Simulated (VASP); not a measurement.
A run of VASP 6.6.1:

The input INCAR:

```
PREC = Accurate ; ENCUT = 520
EDIFF = 1E-6 ; ISMEAR = 0
SIGMA = 0.02 ; LREAL = False
LASPH = True ; NELM = 80
ALGO = Normal ; ISIF = 2
LWAVE = False ; LCHARG = False
GGA = PE ; IVDW = 12
NBANDS = 16
```

KPOINTS

```
Automatic mesh
0
Gamma
  6 6 6
```

Contents of POSCAR:

```
CdS
1.0
    4.0976668513      0.0000000000      0.0000000000
   -2.0488334257      3.5486835895      0.0000000000
    0.0000000000      0.0000000000      3.8283122367
Cd S
1 1
Direct
    0.0000000000      0.0000000000      0.5307944175
    0.6666666667      0.3333333333      0.3462055825
```

Potentials or basis: VASP PAW PBE potentials, release 64 (Cd, S).

The run is started by

```sh
$ cat potpaw_PBE.64/Cd/POTCAR potpaw_PBE.64/S/POTCAR > POTCAR
$ mpirun -np 1 vasp_std > vasp.out
```

Hardware: 1 thread of Intel(R) Xeon(R) 6975P-C (Granite Rapids), on a shared host.

Task: How long does it take, and how much memory?

Result: Wall time 11 s on 1 thread of Intel(R) Xeon(R) 6975P-C (Granite Rapids), with other jobs on the host, peak memory 0.18 GiB. Counts: scf iterations 14, k points 34.
